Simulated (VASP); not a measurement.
# TiB2 (P6/mmm) in VASP: settings compared

The runs below take TiB2 through single point, with PBEsol, LDA.

Everything below comes from runs of VASP 6.6.1. Logs are shortened: lines on timing, memory, paths and dates and some standing lists are left out, and cuts for length are marked.

**1. The cell of the first run**

Symmetry: P6/mmm, No. 191, hexagonal system. Conventional cell: a = 3.029 Å, b = 3.029 Å, c = 3.228 Å, α = 90.00°, β = 90.00°, γ = 120.00°. Within 3.1 Å of Ti (site symmetry 6/mmm) lie 12 B at 2.38 Å and 6 Ti at 3.03 Å. Within 2.4 Å of B (site symmetry -6m2) lie 3 B at 1.75 Å and 6 Ti at 2.38 Å.

**2. Single point, PBEsol**

File INCAR:

```
PREC = Accurate
ENCUT = 520
EDIFF = 1E-6
ISMEAR = -1
SIGMA = 0.03
LREAL = False
LASPH = True
NELM = 100
ALGO = Normal
ISIF = 2
LWAVE = False
LCHARG = False
GGA = PS
NBANDS = 16
```

File KPOINTS:

```
Automatic mesh
0
Gamma
  6 6 5
```

File POSCAR:

```
TiB2
1.0
    3.0292000000      0.0000000000      0.0000000000
   -1.5146000000      2.6233641531      0.0000000000
    0.0000000000      0.0000000000      3.2284000000
Ti B
1 2
Direct
    0.0000000000      0.0000000000      0.0000000000
    0.6666666667      0.3333333333      0.5000000000
    0.3333333333      0.6666666667      0.5000000000
```

Potentials or basis: VASP PAW PBE potentials, release 64 (Ti_sv, B).

Command:

```console
cat potpaw_PBE.64/Ti_sv/POTCAR potpaw_PBE.64/B/POTCAR > POTCAR
mpirun -np 1 vasp_std > vasp.out
```

OUTCAR:

```text
PREC = Accurate
   ENCUT = 520
   EDIFF = 1E-6
   ISMEAR = -1
   LREAL = False
   LASPH = True
   NELM = 100
   ISIF = 2
   GGA = PS

 ion  position               nearest neighbor table
   1  0.000  0.000  0.000-   2 2.38   3 2.38   2 2.38   3 2.38   3 2.38   3 2.38   2 2.38   2 2.38
                             2 2.38   2 2.38   3 2.38   3 2.38
   2  0.667  0.333  0.500-   3 1.75   3 1.75   3 1.75   1 2.38   1 2.38   1 2.38   1 2.38   1 2.38
                             1 2.38
   3  0.333  0.667  0.500-   2 1.75   2 1.75   2 1.75   1 2.38   1 2.38   1 2.38   1 2.38   1 2.38
                             1 2.38

  LATTYP: Found a hexagonal cell.
 ALAT       =     3.0292000000
 C/A-ratio  =     1.0657599366

  Lattice vectors:

 A1 = (   3.0292000000,   0.0000000000,   0.0000000000)
 A2 = (  -1.5146000000,   2.6233641531,   0.0000000000)
 A3 = (   0.0000000000,   0.0000000000,   3.2284000000)

Analysis of symmetry for initial positions (statically):
=====================================================================
 Subroutine PRICEL returns:
 Original cell was already a primitive cell.

 Routine SETGRP: Setting up the symmetry group for a
 hexagonal supercell.

 Subroutine GETGRP returns: Found 24 space group operations
 (whereof 24 operations were pure point group operations)
 out of a pool of 24 trial point group operations.

The static configuration has the point symmetry D_6h.

Analysis of symmetry for dynamics (positions and initial velocities):
=====================================================================
 Subroutine PRICEL returns:
 Original cell was already a primitive cell.

 Routine SETGRP: Setting up the symmetry group for a
 hexagonal supercell.

 Subroutine GETGRP returns: Found 24 space group operations
 (whereof 24 operations were pure point group operations)
 out of a pool of 24 trial point group operations.

The dynamic configuration has the point symmetry D_6h.

 Subroutine INISYM returns: Found 24 space group operations
 (whereof 24 operations are pure point group operations),
 and found     1 'primitive' translations

----------------------------------------------------------------------------------------

                                     Primitive cell

  volume of cell :      25.6551

  direct lattice vectors                    reciprocal lattice vectors
     3.029200000  0.000000000  0.000000000     0.330120164  0.190594965  0.000000000
    -1.514600000  2.623364153  0.000000000     0.000000000  0.381189931  0.000000000
     0.000000000  0.000000000  3.228400000     0.000000000  0.000000000  0.309750960

  length of vectors
     3.029200000  3.029200000  3.228400000     0.381189931  0.381189931  0.309750960

  position of ions in fractional coordinates (direct lattice)
     0.000000000  0.000000000  0.000000000
     0.666666667  0.333333333  0.500000000
     0.333333333  0.666666667  0.500000000

  ion indices of the primitive-cell ions
   primitive index   ion index
                 1           1
                 2           2
                 3           3

----------------------------------------------------------------------------------------

 KPOINTS: Automatic mesh

Automatic generation of k-mesh.
 Grid dimensions read from file:
 generate k-points for:    6    6    5

 Generating k-lattice:

  Cartesian coordinates                     Fractional coordinates (reciprocal lattice)
     0.055020027  0.031765828  0.000000000     0.166666667  0.000000000  0.000000000
     0.000000000  0.063531655  0.000000000     0.000000000  0.166666667  0.000000000
     0.000000000  0.000000000  0.061950192     0.000000000  0.000000000  0.200000000

  Length of vectors
     0.063531655  0.063531655  0.061950192

  Shift w.r.t. Gamma in fractional coordinates (k-lattice)
     0.000000000  0.000000000  0.000000000

 Subroutine IBZKPT returns following result:
 ===========================================

 Found     21 irreducible k-points:

 Following reciprocal coordinates:
            Coordinates               Weight
  0.000000  0.000000  0.000000      1.000000
  0.166667 -0.000000  0.000000      6.000000
  0.333333 -0.000000  0.000000      6.000000
  0.500000 -0.000000  0.000000      3.000000
  0.166667  0.166667  0.000000      6.000000
  0.333333  0.166667  0.000000     12.000000
[... 13 lines left out ...]
  0.333333  0.166667  0.400000     24.000000
  0.333333  0.333333  0.400000      4.000000
   k-points           NKPTS =     21   k-points in BZ     NKDIM =     21   number of bands    NBANDS=     16
   number of dos      NEDOS =    301   number of ions     NIONS =      3
   total plane-waves  NPLWV =  13824
   dimension x,y,z NGX =    24 NGY =   24 NGZ =   24
   dimension x,y,z NGXF=    48 NGYF=   48 NGZF=   48
   ions per type =               1   2
   NGX,Y,Z   is equivalent  to a cutoff of  13.17, 13.17, 12.36 a.u.
   NGXF,Y,Z  is equivalent  to a cutoff of  26.34, 26.34, 24.72 a.u.
 SYSTEM =  unknown system
   PREC   = accura    normal or accurate (medium, high low for compatibility)
   ISTART =      0    job   : 0-new  1-cont  2-samecut
   ICHARG =      2    charge: 1-file 2-atom 10-const
   ISPIN  =      1    spin polarized calculation?
   LNONCOLLINEAR =      F non collinear calculations
   LSORBIT =      F    spin-orbit coupling
   LASPH  =      T    aspherical Exc in radial PAW
   ENCUT  =  520.0 eV  38.22 Ry    6.18 a.u.   5.63  5.63  6.00*2*pi/ulx,y,z
   NELM   =    100;   NELMIN=  2; NELMDL= -5     # of ELM steps
   EDIFF  = 0.1E-05   stopping-criterion for ELM
   LREAL  =      F    real-space projection
   EDIFFG = 0.1E-04   stopping-criterion for IOM
   NSW    =      0    number of steps for IOM
   IBRION =     -1    ionic relax: 0-MD 1-quasi-New 2-CG
   NFREE  =      0    steps in history (QN), initial steepest desc. (CG)
   ISIF   =      2    stress and relaxation
   ISYM   =      2    0-nonsym 1-usesym 2-fastsym
   POTIM  = 0.5000    time-step for ionic-motion
   TEBEG  =    0.0;   TEEND  =   0.0 temperature during run
   PSTRESS=    0.0 pullay stress
   NELECT =      18.0000    total number of electrons
   NUPDOWN=      -1.0000    fix difference up-down
   EMIN   =  10.00;   EMAX   =-10.00  energy-range for DOS
   EFERMI =   0.00;   METHOD = LEGACY
   ISMEAR =    -1;   SIGMA  =   0.03  broadening in eV -4-tet -1-fermi 0-gaus
   EFERMI_NEDOS =   21; number of points for ismear=-14 and -15
   IALGO  =     38    algorithm
   IMIX   =      4    mixing-type and parameters
     AMIX     =   0.40;   BMIX     =  1.00
     AMIX_MAG =   1.60;   BMIX_MAG =  1.00
  volume/ion in A,a.u.               =       8.55        57.71
  Fermi-wavevector in a.u.,A,eV,Ry     =   1.454703  2.748990 28.792122  2.116161
  Thomas-Fermi vector in A             =   2.571823
   LORBIT       =      0    0 simple, 1 ext, 2 COOP (PROOUT), +10 PAW based schemes
   GGA     = PS    functional components
   LHFCALC =     F    Hartree Fock is set to
   AEXX    =    0.0000 exact exchange contribution
   IVDW    =     0    specifies the selected vdW correction
   LEPSILON=     F    determine dielectric tensor
   LRPA    =     F    only Hartree local field effects (RPA)
 non-spin polarized calculation
  energy-cutoff  :      520.00
  volume of cell :       25.66
 maximum number of plane-waves:       721
 NGX is ok and might be reduce to    24
   NGX = 11   NGY = 11   NGZ = 13

 number of electron      18.0000002 magnetization

 Free energy of the ion-electron system (eV)
  ---------------------------------------------------
  ext. energy  EPLUGINS =         0.00000000
  ---------------------------------------------------
  free energy    TOTEN  =       -25.74394025 eV

  energy without entropy =      -25.74060873  energy(sigma->0) =      -25.74227449

 E-fermi :   9.8158     XC(G=0): -12.8722

 val. band max:        9.4582506224   @ k =   0.3333   0.1667   0.0000
 cond. band min:       9.8255336929   @ k =   0.0000   0.0000   0.2000
 fundamental gap:      0.3672830705
 Fermi energy:         9.8158075497

 k-point     1 :       0.0000    0.0000    0.0000
  band No.  band energies     occupation
      1     -46.7917      2.00000
      2     -23.2719      2.00000
      3     -22.9200      2.00000
      4     -22.9200      2.00000
      5      -3.5657      2.00000
      6       7.3169      2.00000
[... 8 lines left out ...]
     15      15.6669      0.00000
     16      16.8855      0.00000

 k-point     2 :       0.1667   -0.0000    0.0000
  band No.  band energies     occupation
      1     -46.7778      2.00000
      2     -23.2542      2.00000
      3     -23.0255      2.00000
      4     -22.9440      2.00000
      5      -3.0381      2.00000
      6       5.9497      2.00000
[... 8 lines left out ...]
     15      18.1114      0.00000
     16      18.1701      0.00000

 k-point     3 :       0.3333   -0.0000    0.0000
  band No.  band energies     occupation
      1     -46.7499      2.00000
      2     -23.2317      2.00000
      3     -23.2189      2.00000
      4     -22.9916      2.00000
      5      -1.5623      2.00000
      6       3.2915      2.00000
[... 8 lines left out ...]
     15      17.2833      0.00000
     16      18.8519      0.00000

 k-point     4 :       0.5000   -0.0000    0.0000
  band No.  band energies     occupation
      1     -46.7358      2.00000
      2     -23.3325      2.00000
      3     -23.2012      2.00000
      4     -23.0152      2.00000
      5       0.5473      2.00000
      6       0.7251      2.00000
[... 8 lines left out ...]
     15      17.4070      0.00000
     16      18.1359      0.00000
[... 267 lines left out ...]
 k-point    19 :       0.1667    0.1667    0.4000
  band No.  band energies     occupation
      1     -46.7437      2.00000
      2     -23.3982      2.00000
      3     -23.1369      2.00000
      4     -22.9812      2.00000
      5      -0.9794      2.00000
      6       4.3654      2.00000
[... 8 lines left out ...]
     15      18.3135      0.00000
     16      19.7341      0.00000

 k-point    20 :       0.3333    0.1667    0.4000
  band No.  band energies     occupation
      1     -46.7229      2.00000
      2     -23.3629      2.00000
      3     -23.2515      2.00000
      4     -23.0480      2.00000
      5       0.1440      2.00000
      6       2.6085      2.00000
[... 8 lines left out ...]
     15      18.0286      0.00000
     16      19.0321      0.00000

 k-point    21 :       0.3333    0.3333    0.4000
  band No.  band energies     occupation
      1     -46.7160      2.00000
      2     -23.3512      2.00000
      3     -23.1806      2.00000
      4     -23.1806      2.00000
      5       1.3997      2.00000
      6       1.3997      2.00000
[... 8 lines left out ...]
     15      17.1388      0.00000
     16      21.2112      0.00000

------------------------ aborting loop because EDIFF is reached ----------------------------------------

  FORCE on cell =-STRESS in cart. coord.  units (eV):
  Direction    XX          YY          ZZ          XY          YZ          ZX
  --------------------------------------------------------------------------------------
  -------------------------------------------------------------------------------------
  Total       -0.4449657     -0.4449657     -1.2899753      0.0000000      0.0000000      0.0000000
  in kB      -27.7883798    -27.7883798    -80.5597507      0.0000000      0.0000000      0.0000000
  external PRESSURE =     -45.3788368 kB  Pullay stress =       0.0000000 kB

 VOLUME and BASIS-vectors are now :
 -----------------------------------------------------------------------------
  energy-cutoff  :      520.00
  volume of cell :       25.66
      direct lattice vectors                 reciprocal lattice vectors
     3.029200000  0.000000000  0.000000000     0.330120164  0.190594965  0.000000000
    -1.514600000  2.623364153  0.000000000     0.000000000  0.381189931  0.000000000
     0.000000000  0.000000000  3.228400000     0.000000000  0.000000000  0.309750960

 POSITION                                       TOTAL-FORCE (eV/Angst)
 -----------------------------------------------------------------------------------
      0.00000      0.00000      0.00000         0.000000      0.000000      0.000000
      1.51460      0.87445      1.61420        -0.000000      0.000000      0.000000
     -0.00000      1.74891      1.61420         0.000000     -0.000000      0.000000
 -----------------------------------------------------------------------------------
    total drift:                               -0.000000      0.000000      0.000000

  FREE ENERGIE OF THE ION-ELECTRON SYSTEM (eV)
  ---------------------------------------------------
  free  energy   TOTEN  =       -25.7439402529 eV

  energy  without entropy=      -25.7406087340  energy(sigma->0) =      -25.74227449
```

It took 9.4 s on 1 thread of Intel Xeon Platinum 8259CL at 2.50GHz (Skylake/Cascade Lake), shared host; peak memory 0.13 GiB.

Results:

```yaml
Free_energy: -25.7439 eV
Pressure: -4.5 GPa
Band_gap_on_the_k_mesh: zero (filled and empty bands touch)
```

Levels at points of the mesh, in eV from the Fermi level:
```csv
k point,band 6,band 7,band 8,band 9,band 10,band 11,band 12,band 13
"(0.00, 0.00, 0.00)",-2.50,-2.50,-2.22,-2.06,1.98,1.98,3.78,3.78
"(0.50, 0.00, 0.00)",-9.09,-3.16,-3.14,-2.20,1.42,2.87,3.33,3.47
```

Caveat: the k points lie up to 0.40 Å⁻¹ apart; the PAW data sets were made with another functional, which shifts forces and pressure a little.

**3. Single point, LDA**

File INCAR:

```
SYSTEM = TiB2
PREC = Accurate
ENCUT = 500
EDIFF = 1E-6
ISMEAR = 0
SIGMA = 0.05
LREAL = .FALSE.
LASPH = .TRUE.
NELM = 120
ALGO = Normal
ISIF = 2
LWAVE = .FALSE.
LCHARG = .FALSE.
GGA = CA
NBANDS = 16
GGA_COMPAT = .FALSE.
```

File KPOINTS:

```
Automatic mesh
0
G
  8 8 7
  0 0 0
```

POSCAR is that of step 2.

Potentials or basis: VASP PAW LDA potentials, release 64 (Ti_sv, B).

Command:

```console
cat potpaw_LDA.64/Ti_sv/POTCAR potpaw_LDA.64/B/POTCAR > POTCAR
mpirun -np 1 vasp_std > vasp.out
```

Run time: 22 s. Hardware: 1 thread of Intel Xeon 8259CL, shared host; peak memory 0.13 GiB.

The run converged. Its results:

* Free energy: -26.8898 eV
* Pressure: -10.8 GPa
* Band gap on the k mesh: zero (bands 9 and 10 overlap by 0.52 eV)

Stress tensor (GPa, compression positive):
```
 -9.92   0.00   0.00
  0.00  -9.92   0.00
  0.00   0.00 -12.51
```

Levels at points of the mesh, in eV from the Fermi level:
```csv
k point,band 6,band 7,band 8,band 9,band 10,band 11,band 12,band 13
"(0.00, 0.00, 0.00)",-2.66,-2.66,-2.33,-2.19,1.80,1.80,3.56,3.56
"(0.50, 0.00, 0.00)",-9.10,-3.29,-3.28,-2.33,1.25,2.66,3.13,3.32
```

Caveat: the cell stands under tension.

**4. Single point, LDA**

File INCAR:

```
  PREC = Accurate
  ENCUT = 500
  EDIFF = 1E-6
  ISMEAR = 0
  SIGMA = 0.05
  LREAL = False
  LASPH = True
  NELM = 120
  ALGO = Normal
  ISIF = 2
  LWAVE = False
  LCHARG = False
  GGA = CA
  NBANDS = 16
  GGA_COMPAT = False
```

File KPOINTS:

```
Automatic mesh
0
Gamma
  8 8 7
```

POSCAR is that of step 3.

Command:

```console
cat potpaw_LDA.64/Ti_sv/POTCAR potpaw_LDA.64/B/POTCAR > POTCAR
mpirun -np 1 vasp_std > vasp.out
```

It took 20 s on 1 thread of Intel Xeon 8259CL, shared host; peak memory 0.13 GiB.

It converged, with:

```
Free energy            : -26.8898 eV
Pressure               : -10.8 GPa
Band gap on the k mesh : zero (bands 9 and 10 overlap by 0.52 eV)
```

Stress tensor (GPa, compression positive):
```
 -9.92   0.00   0.00
  0.00  -9.92   0.00
  0.00   0.00 -12.51
```

Levels at points of the mesh, in eV from the Fermi level:
```csv
k point,band 7,band 8,band 9,band 10,band 11,band 12
"(0.00, 0.00, 0.00)",-2.66,-2.33,-2.19,1.80,1.80,3.56
"(0.50, 0.00, 0.00)",-3.29,-3.28,-2.33,1.25,2.66,3.13
```

Caveat: the cell stands under tension.
